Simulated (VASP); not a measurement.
# BiTe (R-3m) in VASP: notebook

BiTe is run at these levels: PBE; tasks: single point.

All numbers are computed with VASP 6.6.1; they aren't measurements. Logs are shortened: lines on timing, memory, paths and dates and some standing lists are left out, and cuts for length are marked.

**1. The cell of the first run**

Symmetry: R-3m, No. 166, trigonal system. The conventional cell has a = 4.912 Å, b = 4.912 Å, c = 9.685 Å, α = 90.00°, β = 90.00°, γ = 120.00°. Within 4.3 Å of Bi (site symmetry -3m) lie 6 Te at 3.26 Å and 6 Bi at 4.30 Å. Within 4.3 Å of Te (site symmetry -3m) lie 6 Bi at 3.26 Å and 6 Te at 4.30 Å.

**2. Single point, PBE**

File INCAR:

```
SYSTEM = BiTe
ALGO = Normal ; EDIFF = 1E-6
ENCUT = 520 ; GGA = PE
ISIF = 2 ; ISMEAR = 0
LASPH = .True. ; LCHARG = .False.
LREAL = .False. ; LWAVE = .False.
NBANDS = 18 ; NELM = 60
PREC = Accurate ; SIGMA = 0.15
```

File KPOINTS:

```
k-points
0
Gamma
  12 12 12
  0 0 0
```

File POSCAR:

```
BiTe
1.0
    2.4558996751      1.4179143385      3.2282303593
   -2.4558996751      1.4179143385      3.2282303593
    0.0000000000     -2.8358286770      3.2282303593
Bi Te
1 1
Direct
    0.5000000000      0.5000000000      0.5000000000
    0.0000000000      0.0000000000      0.0000000000
```

Potentials or basis: VASP PAW PBE potentials, release 64 (Bi_d, Te).

Run with:

```
cat potpaw_PBE.64/Bi_d/POTCAR potpaw_PBE.64/Te/POTCAR > POTCAR
mpirun -np 1 vasp_std > vasp.out
```

OUTCAR:

```text
SYSTEM = BiTe
   EDIFF = 1E-6
   ENCUT = 520
   GGA = PE
   ISIF = 2
   ISMEAR = 0
   LASPH = .True.
   LREAL = .False.
   NELM = 60
   PREC = Accurate

 ion  position               nearest neighbor table
   1  0.500  0.500  0.500-   2 3.26   2 3.26   2 3.26   2 3.26   2 3.26   2 3.26
   2  0.000  0.000  0.000-   1 3.26   1 3.26   1 3.26   1 3.26   1 3.26   1 3.26

  LATTYP: Found a trigonal (rhomboedric) cell.
 ALAT       =     4.2969053443
 COS(alpha) =     0.3466593724

  Lattice vectors:

 A1 = (   2.4558996751,   1.4179143385,   3.2282303593)
 A2 = (  -2.4558996751,   1.4179143385,   3.2282303593)
 A3 = (   0.0000000000,  -2.8358286770,   3.2282303593)

Analysis of symmetry for initial positions (statically):
=====================================================================
 Subroutine PRICEL returns:
 Original cell was already a primitive cell.

 Routine SETGRP: Setting up the symmetry group for a
 trigonal (rhombohedral) supercell.

 Subroutine GETGRP returns: Found 12 space group operations
 (whereof 12 operations were pure point group operations)
 out of a pool of 12 trial point group operations.

The static configuration has the point symmetry D_3d.

Analysis of symmetry for dynamics (positions and initial velocities):
=====================================================================
 Subroutine PRICEL returns:
 Original cell was already a primitive cell.

 Routine SETGRP: Setting up the symmetry group for a
 trigonal (rhombohedral) supercell.

 Subroutine GETGRP returns: Found 12 space group operations
 (whereof 12 operations were pure point group operations)
 out of a pool of 12 trial point group operations.

The dynamic configuration has the point symmetry D_3d.

 Subroutine INISYM returns: Found 12 space group operations
 (whereof 12 operations are pure point group operations),
 and found     1 'primitive' translations

----------------------------------------------------------------------------------------

                                     Primitive cell

  volume of cell :      67.4491

  direct lattice vectors                    reciprocal lattice vectors
     2.455899675  1.417914338  3.228230359     0.203591378  0.117543537  0.103255746
    -2.455899675  1.417914338  3.228230359    -0.203591378  0.117543537  0.103255746
     0.000000000 -2.835828677  3.228230359     0.000000000 -0.235087074  0.103255746

  length of vectors
     4.296905344  4.296905344  4.296905344     0.256763863  0.256763863  0.256763863

  position of ions in fractional coordinates (direct lattice)
     0.500000000  0.500000000  0.500000000
     0.000000000  0.000000000  0.000000000

  ion indices of the primitive-cell ions
   primitive index   ion index
                 1           1
                 2           2

----------------------------------------------------------------------------------------

 KPOINTS: k-points

Automatic generation of k-mesh.
 Grid dimensions read from file:
 generate k-points for:   12   12   12

 Generating k-lattice:

  Cartesian coordinates                     Fractional coordinates (reciprocal lattice)
     0.016965948  0.009795295  0.008604645     0.083333333  0.000000000 -0.000000000
    -0.016965948  0.009795295  0.008604645     0.000000000  0.083333333 -0.000000000
     0.000000000 -0.019590590  0.008604645    -0.000000000 -0.000000000  0.083333333

  Length of vectors
     0.021396989  0.021396989  0.021396989

  Shift w.r.t. Gamma in fractional coordinates (k-lattice)
     0.000000000  0.000000000  0.000000000

 Subroutine IBZKPT returns following result:
 ===========================================

 Found    189 irreducible k-points:

 Following reciprocal coordinates:
            Coordinates               Weight
  0.000000  0.000000  0.000000      1.000000
  0.083333  0.000000  0.000000      6.000000
  0.166667  0.000000 -0.000000      6.000000
  0.250000  0.000000 -0.000000      6.000000
  0.333333  0.000000  0.000000      6.000000
  0.416667  0.000000 -0.000000      6.000000
[... 16 lines left out ...]
  0.500000  0.166667  0.000000     12.000000
 -0.416667  0.166667  0.000000     12.000000
 [... further k-points ...]
   k-points           NKPTS =    189   k-points in BZ     NKDIM =    189   number of bands    NBANDS=     18
   number of dos      NEDOS =    301   number of ions     NIONS =      2
   total plane-waves  NPLWV =  32768
   dimension x,y,z NGX =    32 NGY =   32 NGZ =   32
   dimension x,y,z NGXF=    64 NGYF=   64 NGZF=   64
   ions per type =               1   1
   NGX,Y,Z   is equivalent  to a cutoff of  12.38, 12.38, 12.38 a.u.
   NGXF,Y,Z  is equivalent  to a cutoff of  24.76, 24.76, 24.76 a.u.
 SYSTEM =  BiTe
   PREC   = accura    normal or accurate (medium, high low for compatibility)
   ISTART =      0    job   : 0-new  1-cont  2-samecut
   ICHARG =      2    charge: 1-file 2-atom 10-const
   ISPIN  =      1    spin polarized calculation?
   LNONCOLLINEAR =      F non collinear calculations
   LSORBIT =      F    spin-orbit coupling
   LASPH  =      T    aspherical Exc in radial PAW
   ENCUT  =  520.0 eV  38.22 Ry    6.18 a.u.   7.99  7.99  7.99*2*pi/ulx,y,z
   NELM   =     60;   NELMIN=  2; NELMDL= -5     # of ELM steps
   EDIFF  = 0.1E-05   stopping-criterion for ELM
   LREAL  =      F    real-space projection
   EDIFFG = 0.1E-04   stopping-criterion for IOM
   NSW    =      0    number of steps for IOM
   IBRION =     -1    ionic relax: 0-MD 1-quasi-New 2-CG
   NFREE  =      0    steps in history (QN), initial steepest desc. (CG)
   ISIF   =      2    stress and relaxation
   ISYM   =      2    0-nonsym 1-usesym 2-fastsym
   POTIM  = 0.5000    time-step for ionic-motion
   TEBEG  =    0.0;   TEEND  =   0.0 temperature during run
   PSTRESS=    0.0 pullay stress
   NELECT =      21.0000    total number of electrons
   NUPDOWN=      -1.0000    fix difference up-down
   EMIN   =  10.00;   EMAX   =-10.00  energy-range for DOS
   EFERMI =   0.00;   METHOD = LEGACY
   ISMEAR =     0;   SIGMA  =   0.15  broadening in eV -4-tet -1-fermi 0-gaus
   EFERMI_NEDOS =   21; number of points for ismear=-14 and -15
   IALGO  =     38    algorithm
   IMIX   =      4    mixing-type and parameters
     AMIX     =   0.40;   BMIX     =  1.00
     AMIX_MAG =   1.60;   BMIX_MAG =  1.00
  volume/ion in A,a.u.               =      33.72       227.58
  Fermi-wavevector in a.u.,A,eV,Ry     =   1.109573  2.096789 16.750837  1.231152
  Thomas-Fermi vector in A             =   2.246114
   LORBIT       =      0    0 simple, 1 ext, 2 COOP (PROOUT), +10 PAW based schemes
   GGA     = PE    functional components
   LHFCALC =     F    Hartree Fock is set to
   AEXX    =    0.0000 exact exchange contribution
   IVDW    =     0    specifies the selected vdW correction
   LEPSILON=     F    determine dielectric tensor
   LRPA    =     F    only Hartree local field effects (RPA)
 non-spin polarized calculation
 Gauss-broadening in eV      SIGMA  =   0.15
  energy-cutoff  :      520.00
  volume of cell :       67.45
 maximum number of plane-waves:      1840
   NGX = 15   NGY = 15   NGZ = 15

 number of electron      20.9999992 magnetization

 Free energy of the ion-electron system (eV)
  ---------------------------------------------------
  ext. energy  EPLUGINS =         0.00000000
  ---------------------------------------------------
  free energy    TOTEN  =        -7.18334001 eV

  energy without entropy =       -7.16976676  energy(sigma->0) =       -7.17655338

 E-fermi :   6.6365     XC(G=0):  -9.4882

 val. band max:        6.6252915787   @ k =  -0.4167   0.1667   0.0000
 cond. band min:       6.6457078894   @ k =   0.4167   0.1667   0.0833
 fundamental gap:      0.0204163107
 Fermi energy:         6.6364716462

 k-point     1 :       0.0000    0.0000    0.0000
  band No.  band energies     occupation
      1     -16.5885      2.00000
      2     -16.5885      2.00000
      3     -16.5753      2.00000
      4     -16.5753      2.00000
      5     -16.5596      2.00000
      6      -6.7895      2.00000
[... 10 lines left out ...]
     17      13.6609      0.00000
     18      13.6611      0.00000

 k-point     2 :       0.0833    0.0000    0.0000
  band No.  band energies     occupation
      1     -16.5883      2.00000
      2     -16.5883      2.00000
      3     -16.5757      2.00000
      4     -16.5748      2.00000
      5     -16.5595      2.00000
      6      -6.7310      2.00000
[... 10 lines left out ...]
     17      13.5208      0.00000
     18      13.9167      0.00000

 k-point     3 :       0.1667    0.0000   -0.0000
  band No.  band energies     occupation
      1     -16.5880      2.00000
      2     -16.5879      2.00000
      3     -16.5768      2.00000
      4     -16.5734      2.00000
      5     -16.5593      2.00000
      6      -6.5564      2.00000
[... 10 lines left out ...]
     17      14.1987      0.00000
     18      14.6692      0.00000

 k-point     4 :       0.2500    0.0000   -0.0000
  band No.  band energies     occupation
      1     -16.5877      2.00000
      2     -16.5876      2.00000
      3     -16.5782      2.00000
      4     -16.5715      2.00000
      5     -16.5586      2.00000
      6      -6.2688      2.00000
[... 10 lines left out ...]
     17      15.0233      0.00000
     18      15.7287      0.00000

 k-point     5 :       0.3333    0.0000    0.0000
  band No.  band energies     occupation
      1     -16.5878      2.00000
      2     -16.5873      2.00000
      3     -16.5795      2.00000
      4     -16.5698      2.00000
      5     -16.5574      2.00000
      6      -5.8741      2.00000
[... 10 lines left out ...]
     17      15.4107      0.00000
     18      16.0359      0.00000

 k-point     6 :       0.4167    0.0000   -0.0000
  band No.  band energies     occupation
      1     -16.5878      2.00000
      2     -16.5873      2.00000
      3     -16.5803      2.00000
      4     -16.5689      2.00000
      5     -16.5562      2.00000
      6      -5.3832      2.00000
[... 10 lines left out ...]
     17      14.9343      0.00000
     18      16.5873      0.00000

 k-point     7 :       0.5000    0.0000   -0.0000
  band No.  band energies     occupation
      1     -16.5879      2.00000
      2     -16.5873      2.00000
      3     -16.5805      2.00000
      4     -16.5686      2.00000
      5     -16.5557      2.00000
      6      -4.8930      2.00000
[... 10 lines left out ...]
     17      14.2264      0.00000
     18      17.8175      0.00000

 k-point     8 :       0.0833    0.0833    0.0000
  band No.  band energies     occupation
      1     -16.5886      2.00000
      2     -16.5879      2.00000
      3     -16.5757      2.00000
      4     -16.5744      2.00000
      5     -16.5596      2.00000
      6      -6.7054      2.00000
[... 10 lines left out ...]
     17      13.2697      0.00000
     18      13.7524      0.00000
[... 229 lines left out ...]
     17      13.6280      0.00000
     18      14.0121      0.00000

 k-point    20 :       0.2500    0.1667   -0.0000
  band No.  band energies     occupation
      1     -16.5897      2.00000
      2     -16.5864      2.00000
      3     -16.5774      2.00000
      4     -16.5697      2.00000
      5     -16.5592      2.00000
      6      -6.2438      2.00000
[... 10 lines left out ...]
     17      13.9496      0.00000
     18      14.6210      0.00000

 k-point    21 :       0.3333    0.1667   -0.0000
  band No.  band energies     occupation
      1     -16.5901      2.00000
      2     -16.5862      2.00000
      3     -16.5782      2.00000
      4     -16.5680      2.00000
      5     -16.5581      2.00000
      6      -5.9257      2.00000
[... 10 lines left out ...]
     17      14.8920      0.00000
     18      15.6680      0.00000

 k-point    22 :       0.4167    0.1667   -0.0000
  band No.  band energies     occupation
      1     -16.5901      2.00000
      2     -16.5865      2.00000
      3     -16.5788      2.00000
      4     -16.5672      2.00000
      5     -16.5569      2.00000
      6      -5.5161      2.00000
[... 10 lines left out ...]
     17      15.8685      0.00000
     18      16.3917      0.00000

 k-point    23 :       0.5000    0.1667    0.0000
  band No.  band energies     occupation
      1     -16.5896      2.00000
      2     -16.5869      2.00000
      3     -16.5790      2.00000
      4     -16.5671      2.00000
      5     -16.5562      2.00000
      6      -5.0361      2.00000
[... 10 lines left out ...]
     17      16.2444      0.00000
     18      17.1155      0.00000

 k-point    24 :      -0.4167    0.1667    0.0000
  band No.  band energies     occupation
      1     -16.5887      2.00000
      2     -16.5873      2.00000
      3     -16.5788      2.00000
      4     -16.5677      2.00000
      5     -16.5566      2.00000
      6      -4.9098      2.00000
[... 10 lines left out ...]
     17      15.5287      0.00000
     18      16.6959      0.00000

 [... further k-points ...]

------------------------ aborting loop because EDIFF is reached ----------------------------------------

  FORCE on cell =-STRESS in cart. coord.  units (eV):
  Direction    XX          YY          ZZ          XY          YZ          ZX
  --------------------------------------------------------------------------------------
  -------------------------------------------------------------------------------------
  Total       -0.3500333     -0.3500333      0.0503139      0.0000000      0.0000000      0.0000000
  in kB       -8.3146420     -8.3146420      1.1951485      0.0000000      0.0000000      0.0000000
  external PRESSURE =      -5.1447118 kB  Pullay stress =       0.0000000 kB

 VOLUME and BASIS-vectors are now :
 -----------------------------------------------------------------------------
  energy-cutoff  :      520.00
  volume of cell :       67.45
      direct lattice vectors                 reciprocal lattice vectors
     2.455899675  1.417914338  3.228230359     0.203591378  0.117543537  0.103255746
    -2.455899675  1.417914338  3.228230359    -0.203591378  0.117543537  0.103255746
     0.000000000 -2.835828677  3.228230359     0.000000000 -0.235087074  0.103255746

 POSITION                                       TOTAL-FORCE (eV/Angst)
 -----------------------------------------------------------------------------------
      0.00000      0.00000      4.84235         0.000000      0.000000     -0.000000
      0.00000      0.00000      0.00000        -0.000000     -0.000000      0.000000
 -----------------------------------------------------------------------------------
    total drift:                               -0.000000      0.000000     -0.000000

  FREE ENERGIE OF THE ION-ELECTRON SYSTEM (eV)
  ---------------------------------------------------
  free  energy   TOTEN  =        -7.1833400082 eV

  energy  without entropy=       -7.1697667573  energy(sigma->0) =       -7.17655338
```

It took 2.4 min on 1 thread of Intel Xeon 8259CL, shared host; peak memory 0.35 GiB.

What came out:

| Item | Value |
| --- | --- |
| Free energy | -7.1833 eV |
| Pressure | -0.5 GPa |
| Band gap on the k mesh | zero (an odd number of electrons rules out a gap without spin polarisation) |

Levels at points of the mesh, in eV from the Fermi level:
```csv
k point,band 8,band 9,band 10,band 11,band 12,band 13
"(0.00, 0.00, 0.00)",-2.93,-2.93,-1.43,1.87,2.65,2.65
"(0.50, 0.00, 0.00)",-1.81,-1.78,-0.98,-0.86,-0.53,0.55
"(0.50, 0.50, 0.00)",-5.54,-4.53,-3.06,2.55,2.90,3.54
"(0.50, 0.50, 0.50)",-2.40,-2.40,-2.33,-1.68,-1.36,-1.36
```

Caveat: spin-orbit coupling is left out, which moves the levels of the heavy elements.

**3. Single point, PBE**

This run uses another cell than the first one, of the same volume but with other edges.

File INCAR:

```
PREC = Accurate
ENCUT = 520
EDIFF = 1E-6
ISMEAR = 0
SIGMA = 0.15
LREAL = False
LASPH = True
NELM = 80
ALGO = Normal
ISIF = 2
LWAVE = False
LCHARG = True
GGA = PE
LELF = True
LVHAR = True
NBANDS = 18
```

File KPOINTS:

```
Automatic mesh
0
Gamma
  12 12 12
```

File POSCAR:

```
BiTe
1.0
    2.3836250067      1.3761865393      3.4269667821
   -2.3836250067      1.3761865393      3.4269667821
    0.0000000000     -2.7523730785      3.4269667821
Bi Te
1 1
Direct
    0.5000000000      0.5000000000      0.5000000000
    0.0000000000      0.0000000000      0.0000000000
```

Potentials or basis: VASP PAW PBE potentials, release 64 (Bi_d, Te).

Run with:

```
cat potpaw_PBE.64/Bi_d/POTCAR potpaw_PBE.64/Te/POTCAR > POTCAR
mpirun -np 1 vasp_std > vasp.out
```

Run time: 3.9 min. Hardware: 1 thread of Intel Xeon 8259CL, shared host; peak memory 0.38 GiB.

Results (log left out):

```yaml
Free_energy: -7.1847 eV
Pressure: 0.4 GPa
Band_gap_on_the_k_mesh: zero (an odd number of electrons rules out a gap without spin polarisation)
```

Stress tensor (GPa, compression positive):
```
0.51 0.00 0.00
0.00 0.51 0.00
0.00 0.00 0.09
```

Levels at points of the mesh, in eV from the Fermi level:
```tsv
k point	band 7	band 8	band 9	band 10	band 11	band 12	band 13	band 14
(0.00, 0.00, 0.00)	-8.23	-2.87	-2.87	-1.87	1.90	2.36	2.36	4.19
(0.50, 0.00, 0.00)	-11.36	-1.93	-1.84	-1.25	-0.92	-0.66	0.02	6.92
(0.50, 0.50, 0.00)	-9.99	-5.66	-4.40	-3.56	2.30	3.24	3.62	4.73
(0.50, 0.50, 0.50)	-11.06	-2.28	-2.28	-2.10	-1.39	-1.13	-1.13	7.76
```

Caveat: spin-orbit coupling is left out, which moves the levels of the heavy elements.

(Part 1 of 2 ends here.)
